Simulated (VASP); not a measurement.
Pt, 1 atom in the cell. The typed cell holds 1 atom: a = 2.688 Å, b = 2.688 Å, c = 2.686 Å, α = 110.25°, β = 110.25°, γ = 107.90°. 

| Item | Value |
| --- | --- |
| Program | VASP 6.6.1 |
| Task | single point |
| Functional | PBEsol-based global hybrid with 25 % exact exchange |
| Potentials or basis | VASP PAW PBE potentials, release 64 (Pt) |
| Cutoff | 520 eV |
| k mesh | 6 × 6 × 6 |
| Occupations | fermi-dirac, width 0.05 eV |
| Spin | no spin polarisation |
| Dipole correction | no |
| Grid for exact exchange (PRECFOCK) | Normal |
| Share of exact exchange | 0.25 |
| Further INCAR settings | ALGO = Normal; EDIFF = 1e-06; NBANDS = 11 |

Potentials or basis: VASP PAW PBE potentials, release 64 (Pt).

Run with:

```bash
$ cat potpaw_PBE.64/Pt/POTCAR > POTCAR
$ cp INCAR.step1 INCAR
$ mpirun -np 1 vasp_std > vasp.out
$ cp INCAR.step2 INCAR
$ mpirun -np 1 vasp_std > vasp.out
```

Hardware: 1 thread of Intel(R) Xeon(R) Platinum 8259CL CPU @ 2.50GHz (Skylake/Cascade Lake), with other jobs on the host.

**Question.** Estimate the wall time of this run.

**Answer.** Run time: 59 min on 1 thread of Intel(R) Xeon(R) Platinum 8259CL CPU @ 2.50GHz (Skylake/Cascade Lake), on a shared host, peak memory 0.16 GiB. Counts: k points 112.
